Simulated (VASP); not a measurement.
K: single point with LDA

Crystal: K.

```
K
1.0
    -2.52419    2.52419    2.52419
     2.52419   -2.52419    2.52419
     2.52419    2.52419   -2.52419
K
1
Direct
  0.00000 0.00000 0.00000
```

```
Program                : VASP 6.6.1
Task                   : single point
Functional             : LDA
Potentials or basis    : VASP PAW LDA potentials, release 64 (K_sv)
Cutoff                 : 520 eV
k mesh                 : 12 × 12 × 12
Occupations            : fermi-dirac, width 0.08 eV
Spin                   : no spin polarisation
Dipole correction      : no
Further INCAR settings : ALGO = Normal; EDIFF = 1e-07; NBANDS = 10
```

* Pressure: 0.0 GPa
* Band gap on the k mesh: zero (an odd number of electrons rules out a gap without spin polarisation)

Levels at points of the mesh, in eV from the Fermi level:
| k point | band 1 | band 2 | band 3 | band 4 | band 5 | band 6 | band 7 | band 8 |
| --- | --- | --- | --- | --- | --- | --- | --- | --- |
| (0.00, 0.00, 0.00) | -31.74 | -15.40 | -15.40 | -15.40 | -2.36 | 4.28 | 4.28 | 4.28 |
| (0.50, 0.00, 0.00) | -31.73 | -15.52 | -15.44 | -15.40 | 0.40 | 0.82 | 3.12 | 5.02 |
| (0.50, 0.50, 0.50) | -31.72 | -15.48 | -15.48 | -15.48 | 1.60 | 1.60 | 3.84 | 3.84 |

It took 75 s on 1 thread of Intel Xeon 8259CL, on a shared host, peak memory 0.19 GiB.
